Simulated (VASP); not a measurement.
## Ti: single point with PBEsol

Ti:

```
Ti
1.0
    -1.65693    1.65693    1.65693
     1.65693   -1.65693    1.65693
     1.65693    1.65693   -1.65693
Ti
1
Direct
  0.00000 0.00000 0.00000
```

This cell differs from its parent crystal: volume scaled by 1.10.

- Program: VASP 6.6.1
- Task: single point
- Functional: PBEsol
- Potentials or basis: VASP PAW PBE potentials, release 64 (Ti_sv)
- Cutoff: 520 eV
- k mesh: 18 × 18 × 18
- Occupations: gaussian, width 0.1 eV
- Spin: no spin polarisation

| Item | Value |
| --- | --- |
| Pressure | -9.4 GPa |
| Band gap on the k mesh | zero (band 6 reaches 8.43 eV, above the bottom of band 7 at 6.89 eV) |

Levels at points of the mesh, in eV from the Fermi level:
| k point | band 4 | band 5 | band 6 | band 7 | band 8 | band 9 |
| --- | --- | --- | --- | --- | --- | --- |
| (0.00, 0.00, 0.00) | -32.39 | -5.85 | 0.94 | 0.94 | 0.94 | 2.61 |
| (0.50, 0.00, 0.00) | -32.40 | -2.35 | -0.36 | 1.02 | 2.59 | 2.92 |
| (0.50, 0.50, 0.50) | -32.80 | -1.95 | -1.95 | 3.71 | 3.71 | 3.71 |

Wall time 61 s on 1 thread of Intel Xeon 6975P-C (shared host), peak memory 0.17 GiB.

Caveat: the PAW data sets were made with another functional, which shifts forces and pressure a little.
